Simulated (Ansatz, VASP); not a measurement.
Two plane-wave programs on IrAu

```xyz
2
Lattice="0.0000 2.6500 2.6500 2.6500 0.0000 2.6500 2.6500 2.6500 0.0000" Properties=species:S:1:pos:R:3 pbc="T T T"
Ir    0.0000    0.0000    0.0000
Au    2.6500    2.6500    2.6500
```

Alike in both runs: functional PBE; k mesh 6 × 6 × 6; occupations gaussian, width 0.1 eV; no spin polarisation.

Ansatz relaxed the structure, and its values are those at the end. VASP's run is a single point on that final structure, the one shown.

|  | VASP | Ansatz |
| --- | --- | --- |
| version | VASP 6.6.1 | Ansatz 0.2.0 |
| potentials or method | VASP PAW PBE potentials, release 64 (Ir, Au), cutoff 520 eV | scalar-relativistic, plane waves, PAW |
| valence electrons in the cell | 20 | 36 |

VASP gave:

```
gap on the k mesh at the Fermi level (eV) : none
pressure (GPa)                            : -0.3
```

Task: Estimate Ansatz's values.

Result: gap on the k mesh at the Fermi level (eV): none; pressure (GPa): -0.1.

A gap of «none» marks a metal or a gap that the smearing closes. VASP's potentials hold 20 valence electrons a cell and Ansatz's 36, so a difference there can come from the potentials and not from the codes.

Spin-orbit coupling is off throughout.
